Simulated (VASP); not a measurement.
# Cd3Pd (Pm-3m) in VASP: further runs

Runs on Cd3Pd. Level: LDA. Tasks: single point.

Program: VASP 6.6.1. These are calculated values, not measurements. Logs are shortened: lines on timing, memory, paths and dates and some standing lists are left out, and cuts for length are marked.

## Step 1: The cell of the first run

Symmetry: Pm-3m, No. 221, cubic system. The conventional cell has a = 4.208 Å, b = 4.208 Å, c = 4.208 Å, α = 90.00°, β = 90.00°, γ = 90.00°. Cd (site symmetry 4/mmm) has 8 Cd at 2.98 Å and 4 Pd at 2.98 Å within 3.9 Å. Pd (site symmetry m-3m) has 12 Cd at 2.98 Å within 3.9 Å.

## Step 2: Single point, LDA

INCAR reads:

```
PREC = Accurate
ENCUT = 500
EDIFF = 1E-6
ISMEAR = -1
SIGMA = 0.1
LREAL = False
LASPH = True
NELM = 120
ALGO = Normal
ISIF = 2
LWAVE = False
LCHARG = False
NBANDS = 31
GGA_COMPAT = False
```

KPOINTS reads:

```
regular mesh
0
Gamma
  5 5 5
```

POSCAR reads:

```
Cd3Pd
1.0
    4.2084790000      0.0000000000      0.0000000000
    0.0000000000      4.2084790000      0.0000000000
    0.0000000000      0.0000000000      4.2084790000
Cd Pd
3 1
Direct
    0.0000000000      0.5000000000      0.5000000000
    0.5000000000      0.0000000000      0.5000000000
    0.5000000000      0.5000000000      0.0000000000
    0.0000000000      0.0000000000      0.0000000000
```

Potentials or basis: VASP PAW LDA potentials, release 64 (Cd, Pd).

Run with:

```console
> cat potpaw_LDA.64/Cd/POTCAR potpaw_LDA.64/Pd/POTCAR > POTCAR
> mpirun -np 1 vasp_std > vasp.out
```

OUTCAR:

```text
PREC = Accurate
   ENCUT = 500
   EDIFF = 1E-6
   ISMEAR = -1
   LREAL = False
   LASPH = True
   NELM = 120
   ISIF = 2

 ion  position               nearest neighbor table
   1  0.000  0.500  0.500-   2 2.98   3 2.98   4 2.98   3 2.98   4 2.98   2 2.98   4 2.98   4 2.98
                             2 2.98   3 2.98   3 2.98   2 2.98
   2  0.500  0.000  0.500-   1 2.98   3 2.98   4 2.98   3 2.98   4 2.98   1 2.98   3 2.98   3 2.98
                             1 2.98   4 2.98   4 2.98   1 2.98
   3  0.500  0.500  0.000-   1 2.98   2 2.98   4 2.98   1 2.98   2 2.98   2 2.98   4 2.98   2 2.98
                             1 2.98   4 2.98   1 2.98   4 2.98
   4  0.000  0.000  0.000-   1 2.98   2 2.98   3 2.98   1 2.98   2 2.98   1 2.98   3 2.98   1 2.98
                             2 2.98   3 2.98   2 2.98   3 2.98

  LATTYP: Found a simple cubic cell.
 ALAT       =     4.2084790000

  Lattice vectors:

 A1 = (   4.2084790000,   0.0000000000,   0.0000000000)
 A2 = (   0.0000000000,   4.2084790000,   0.0000000000)
 A3 = (   0.0000000000,   0.0000000000,   4.2084790000)

Analysis of symmetry for initial positions (statically):
=====================================================================
 Subroutine PRICEL returns:
 Original cell was already a primitive cell.

 Routine SETGRP: Setting up the symmetry group for a
 simple cubic supercell.

 Subroutine GETGRP returns: Found 48 space group operations
 (whereof 48 operations were pure point group operations)
 out of a pool of 48 trial point group operations.

The static configuration has the point symmetry O_h .

Analysis of symmetry for dynamics (positions and initial velocities):
=====================================================================
 Subroutine PRICEL returns:
 Original cell was already a primitive cell.

 Routine SETGRP: Setting up the symmetry group for a
 simple cubic supercell.

 Subroutine GETGRP returns: Found 48 space group operations
 (whereof 48 operations were pure point group operations)
 out of a pool of 48 trial point group operations.

The dynamic configuration has the point symmetry O_h .

 Subroutine INISYM returns: Found 48 space group operations
 (whereof 48 operations are pure point group operations),
 and found     1 'primitive' translations

----------------------------------------------------------------------------------------

                                     Primitive cell

  volume of cell :      74.5376

  direct lattice vectors                    reciprocal lattice vectors
     4.208479000  0.000000000  0.000000000     0.237615538  0.000000000  0.000000000
     0.000000000  4.208479000  0.000000000     0.000000000  0.237615538  0.000000000
     0.000000000  0.000000000  4.208479000     0.000000000  0.000000000  0.237615538

  length of vectors
     4.208479000  4.208479000  4.208479000     0.237615538  0.237615538  0.237615538

  position of ions in fractional coordinates (direct lattice)
     0.000000000  0.500000000  0.500000000
     0.500000000  0.000000000  0.500000000
     0.500000000  0.500000000  0.000000000
     0.000000000  0.000000000  0.000000000

  ion indices of the primitive-cell ions
   primitive index   ion index
                 1           1
                 2           2
                 3           3
                 4           4

----------------------------------------------------------------------------------------

 KPOINTS: regular mesh

Automatic generation of k-mesh.
 Grid dimensions read from file:
 generate k-points for:    5    5    5

 Generating k-lattice:

  Cartesian coordinates                     Fractional coordinates (reciprocal lattice)
     0.047523108  0.000000000  0.000000000     0.200000000  0.000000000  0.000000000
     0.000000000  0.047523108  0.000000000     0.000000000  0.200000000  0.000000000
     0.000000000  0.000000000  0.047523108     0.000000000  0.000000000  0.200000000

  Length of vectors
     0.047523108  0.047523108  0.047523108

  Shift w.r.t. Gamma in fractional coordinates (k-lattice)
     0.000000000  0.000000000  0.000000000

 Subroutine IBZKPT returns following result:
 ===========================================

 Found     10 irreducible k-points:

 Following reciprocal coordinates:
            Coordinates               Weight
  0.000000  0.000000  0.000000      1.000000
  0.200000  0.000000  0.000000      6.000000
  0.400000  0.000000  0.000000      6.000000
  0.200000  0.200000  0.000000     12.000000
  0.400000  0.200000  0.000000     24.000000
  0.400000  0.400000  0.000000     12.000000
  0.200000  0.200000  0.200000      8.000000
  0.400000  0.200000  0.200000     24.000000
  0.400000  0.400000  0.200000     24.000000
  0.400000  0.400000  0.400000      8.000000
   k-points           NKPTS =     10   k-points in BZ     NKDIM =     10   number of bands    NBANDS=     31
   number of dos      NEDOS =    301   number of ions     NIONS =      4
   total plane-waves  NPLWV =  32768
   dimension x,y,z NGX =    32 NGY =   32 NGZ =   32
   dimension x,y,z NGXF=    64 NGYF=   64 NGZF=   64
   ions per type =               3   1
   NGX,Y,Z   is equivalent  to a cutoff of  12.64, 12.64, 12.64 a.u.
   NGXF,Y,Z  is equivalent  to a cutoff of  25.28, 25.28, 25.28 a.u.
 SYSTEM =  unknown system
   PREC   = accura    normal or accurate (medium, high low for compatibility)
   ISTART =      0    job   : 0-new  1-cont  2-samecut
   ICHARG =      2    charge: 1-file 2-atom 10-const
   ISPIN  =      1    spin polarized calculation?
   LNONCOLLINEAR =      F non collinear calculations
   LSORBIT =      F    spin-orbit coupling
   LASPH  =      T    aspherical Exc in radial PAW
   ENCUT  =  500.0 eV  36.75 Ry    6.06 a.u.   7.67  7.67  7.67*2*pi/ulx,y,z
   NELM   =    120;   NELMIN=  2; NELMDL= -5     # of ELM steps
   EDIFF  = 0.1E-05   stopping-criterion for ELM
   LREAL  =      F    real-space projection
[... 7 lines left out ...]
   TEBEG  =    0.0;   TEEND  =   0.0 temperature during run
   PSTRESS=    0.0 pullay stress
   NELECT =      46.0000    total number of electrons
   NUPDOWN=      -1.0000    fix difference up-down
   EMIN   =  10.00;   EMAX   =-10.00  energy-range for DOS
   EFERMI =   0.00;   METHOD = LEGACY
   ISMEAR =    -1;   SIGMA  =   0.10  broadening in eV -4-tet -1-fermi 0-gaus
   EFERMI_NEDOS =   21; number of points for ismear=-14 and -15
   IALGO  =     38    algorithm
   IMIX   =      4    mixing-type and parameters
     AMIX     =   0.40;   BMIX     =  1.00
     AMIX_MAG =   1.60;   BMIX_MAG =  1.00
  volume/ion in A,a.u.               =      18.63       125.75
  Fermi-wavevector in a.u.,A,eV,Ry     =   1.393806  2.633911 26.431966  1.942695
  Thomas-Fermi vector in A             =   2.517416
   LORBIT       =      0    0 simple, 1 ext, 2 COOP (PROOUT), +10 PAW based schemes
   GGA     = CA    functional components
   LHFCALC =     F    Hartree Fock is set to
   AEXX    =    0.0000 exact exchange contribution
   IVDW    =     0    specifies the selected vdW correction
   LEPSILON=     F    determine dielectric tensor
   LRPA    =     F    only Hartree local field effects (RPA)
 non-spin polarized calculation
  energy-cutoff  :      500.00
  volume of cell :       74.54
 maximum number of plane-waves:      1908
 NGX is ok and might be reduce to    32
   NGX = 15   NGY = 15   NGZ = 15

 number of electron      46.0000042 magnetization

 Free energy of the ion-electron system (eV)
  ---------------------------------------------------
  ext. energy  EPLUGINS =         0.00000000
  ---------------------------------------------------
  free energy    TOTEN  =       -11.92133557 eV

  energy without entropy =      -11.87897096  energy(sigma->0) =      -11.90015327

 E-fermi :   4.4791     XC(G=0): -12.1681

 val. band max:        4.1810611727   @ k =   0.0000   0.0000   0.0000
 cond. band min:       4.5648300628   @ k =   0.4000   0.2000   0.0000
 fundamental gap:      0.3837688900
 Fermi energy:         4.4790778577

 k-point     1 :       0.0000    0.0000    0.0000
  band No.  band energies     occupation
      1      -5.7199      2.00000
      2      -5.4338      2.00000
      3      -5.4338      2.00000
      4      -5.4338      2.00000
      5      -5.0869      2.00000
      6      -5.0869      2.00000
[... 23 lines left out ...]
     30      12.3438      0.00000
     31      13.2935      0.00000

 k-point     2 :       0.2000    0.0000    0.0000
  band No.  band energies     occupation
      1      -5.5738      2.00000
      2      -5.3877      2.00000
      3      -5.3031      2.00000
      4      -5.3031      2.00000
      5      -5.0324      2.00000
      6      -4.9519      2.00000
[... 23 lines left out ...]
     30      11.5677      0.00000
     31      11.9422      0.00000

 k-point     3 :       0.4000    0.0000    0.0000
  band No.  band energies     occupation
      1      -5.3018      2.00000
      2      -5.2704      2.00000
      3      -4.9421      2.00000
      4      -4.9421      2.00000
      5      -4.9317      2.00000
      6      -4.6547      2.00000
[... 23 lines left out ...]
     30      10.7572      0.00000
     31      15.1145      0.00000

 k-point     4 :       0.2000    0.2000    0.0000
  band No.  band energies     occupation
      1      -5.4579      2.00000
      2      -5.3085      2.00000
      3      -5.2143      2.00000
      4      -5.2081      2.00000
      5      -4.9324      2.00000
      6      -4.8483      2.00000
[... 23 lines left out ...]
     30      12.0742      0.00000
     31      12.1972      0.00000

 k-point     5 :       0.4000    0.2000    0.0000
  band No.  band energies     occupation
      1      -5.2060      2.00000
      2      -5.1876      2.00000
      3      -4.9438      2.00000
      4      -4.8953      2.00000
      5      -4.8223      2.00000
      6      -4.5868      2.00000
[... 23 lines left out ...]
     30      13.2401      0.00000
     31      13.4050      0.00000

 k-point     6 :       0.4000    0.4000    0.0000
  band No.  band energies     occupation
      1      -5.0686      2.00000
      2      -5.0063      2.00000
      3      -4.8935      2.00000
      4      -4.7486      2.00000
      5      -4.7178      2.00000
      6      -4.7171      2.00000
[... 23 lines left out ...]
     30      11.5044      0.00000
     31      13.2899      0.00000

 k-point     7 :       0.2000    0.2000    0.2000
  band No.  band energies     occupation
      1      -5.4249      2.00000
      2      -5.1650      2.00000
      3      -5.1650      2.00000
      4      -5.1624      2.00000
      5      -4.7793      2.00000
      6      -4.7793      2.00000
[... 23 lines left out ...]
     30      11.8098      0.00000
     31      13.9558      0.00000

 k-point     8 :       0.4000    0.2000    0.2000
  band No.  band energies     occupation
      1      -5.2809      2.00000
      2      -5.0532      2.00000
      3      -4.9517      2.00000
      4      -4.9216      2.00000
      5      -4.7761      2.00000
      6      -4.7287      2.00000
[... 23 lines left out ...]
     30      12.6336      0.00000
     31      13.8193      0.00000

 k-point     9 :       0.4000    0.4000    0.2000
  band No.  band energies     occupation
      1      -5.2213      2.00000
      2      -5.0277      2.00000
      3      -5.0258      2.00000
      4      -4.9786      2.00000
      5      -4.7973      2.00000
      6      -4.7033      2.00000
[... 23 lines left out ...]
     30      14.6319      0.00000
     31      14.9918      0.00000

 k-point    10 :       0.4000    0.4000    0.4000
  band No.  band energies     occupation
      1      -5.3123      2.00000
      2      -5.2002      2.00000
      3      -5.1994      2.00000
      4      -5.1994      2.00000
      5      -4.7751      2.00000
      6      -4.7751      2.00000
[... 23 lines left out ...]
     30      16.8752      0.00000
     31      17.4644      0.00000

------------------------ aborting loop because EDIFF is reached ----------------------------------------

  FORCE on cell =-STRESS in cart. coord.  units (eV):
  Direction    XX          YY          ZZ          XY          YZ          ZX
  --------------------------------------------------------------------------------------
  -------------------------------------------------------------------------------------
  Total       -2.8782957     -2.8782957     -2.8782957      0.0000000      0.0000000      0.0000000
  in kB      -61.8686294    -61.8686294    -61.8686294      0.0000000      0.0000000      0.0000000
  external PRESSURE =     -61.8686294 kB  Pullay stress =       0.0000000 kB

 VOLUME and BASIS-vectors are now :
 -----------------------------------------------------------------------------
  energy-cutoff  :      500.00
  volume of cell :       74.54
      direct lattice vectors                 reciprocal lattice vectors
     4.208479000  0.000000000  0.000000000     0.237615538  0.000000000  0.000000000
     0.000000000  4.208479000  0.000000000     0.000000000  0.237615538  0.000000000
     0.000000000  0.000000000  4.208479000     0.000000000  0.000000000  0.237615538

 POSITION                                       TOTAL-FORCE (eV/Angst)
 -----------------------------------------------------------------------------------
      0.00000      2.10424      2.10424         0.000000      0.000000      0.000000
      2.10424      0.00000      2.10424         0.000000      0.000000      0.000000
      2.10424      2.10424      0.00000         0.000000      0.000000      0.000000
      0.00000      0.00000      0.00000         0.000000      0.000000      0.000000
 -----------------------------------------------------------------------------------
    total drift:                                0.000000     -0.000000     -0.000000

  FREE ENERGIE OF THE ION-ELECTRON SYSTEM (eV)
  ---------------------------------------------------
  free  energy   TOTEN  =       -11.9213355733 eV

  energy  without entropy=      -11.8789709598  energy(sigma->0) =      -11.90015327
```

It took 14 s on 1 thread of AMD EPYC 7R43 (Zen 3), shared host; peak memory 0.12 GiB.

Results:

```
Free energy            : -11.9213 eV
Pressure               : -6.2 GPa
Band gap on the k mesh : zero (bands 23 and 24 overlap by 3.70 eV)
```

Levels at points of the mesh, in eV from the Fermi level:
```tsv
k point	band 19	band 20	band 21	band 22	band 23	band 24	band 25	band 26	band 27	band 28
(0.00, 0.00, 0.00)	-2.22	-2.22	-2.22	-0.30	-0.30	-0.30	3.48	3.48	4.10	7.86
```

Caveat: the cell stands under tension.

## Step 3: Single point, LDA

INCAR reads:

```
  PREC = Accurate
  ENCUT = 500
  EDIFF = 1E-6
  ISMEAR = -1
  SIGMA = 0.1
  LREAL = F
  LASPH = T
  NELM = 120
  ALGO = Normal
  ISIF = 2
  LWAVE = F
  LCHARG = T
  GGA = CA
  LELF = T
  LVHAR = T
  NBANDS = 31
  GGA_COMPAT = F
```

KPOINTS reads:

```
Automatic mesh
0
Gamma
  5 5 5
```

POSCAR is that of step 2.

Potentials or basis: VASP PAW LDA potentials, release 64 (Cd, Pd).

Run with:

```console
> cat potpaw_LDA.64/Cd/POTCAR potpaw_LDA.64/Pd/POTCAR > POTCAR
> mpirun -np 1 vasp_std > vasp.out
```

It took 16 s on 1 thread of AMD EPYC 7R43 (Zen 3), shared host; peak memory 0.12 GiB.

The run converged. Its results:

* Free energy: -11.9213 eV
* Pressure: -6.2 GPa
* Band gap on the k mesh: zero (bands 23 and 24 overlap by 3.70 eV)

Levels at points of the mesh, in eV from the Fermi level:
```csv
k point,band 21,band 22,band 23,band 24,band 25,band 26
"(0.00, 0.00, 0.00)",-2.22,-0.30,-0.30,-0.30,3.48,3.48
```

Caveat: the cell stands under tension.
